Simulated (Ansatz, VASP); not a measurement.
BP: VASP beside Ansatz

```xyz
2
Lattice="0.0000 2.2690 2.2690 2.2690 0.0000 2.2690 2.2690 2.2690 0.0000" Properties=species:S:1:pos:R:3 pbc="T T T"
B     0.0000    0.0000    0.0000
P     1.1345    1.1345    1.1345
```

Alike in both runs: task relaxation of cell and atoms; functional LDA; k mesh 10 × 10 × 10; occupations gaussian, width 0.02 eV; no spin polarisation.

|  | VASP | Ansatz |
| --- | --- | --- |
| version | VASP 6.6.1 | Ansatz 0.2.0 |
| potentials or method | VASP PAW LDA potentials, release 64 (B, P), cutoff 500 eV | scalar-relativistic, plane waves, PAW |
| valence electrons in the cell | 8 | 8 |

Ansatz gave:

```
gap on the k mesh at the Fermi level, each at its own relaxed structure (eV) : 1.15
relaxed volume (Å³/atom)                                                     : 11.32
relaxed cell length with the largest relative difference (Å)                 : 3.175
```

**Question.** Which values does VASP return?

**Answer.** gap on the k mesh at the Fermi level, each at its own relaxed structure (eV): 1.15; relaxed volume (Å³/atom): 11.31; relaxed cell length with the largest relative difference (Å): 3.175.

LDA's correlation is that of Perdew and Zunger in VASP and of Perdew and Wang (1992) in Ansatz.
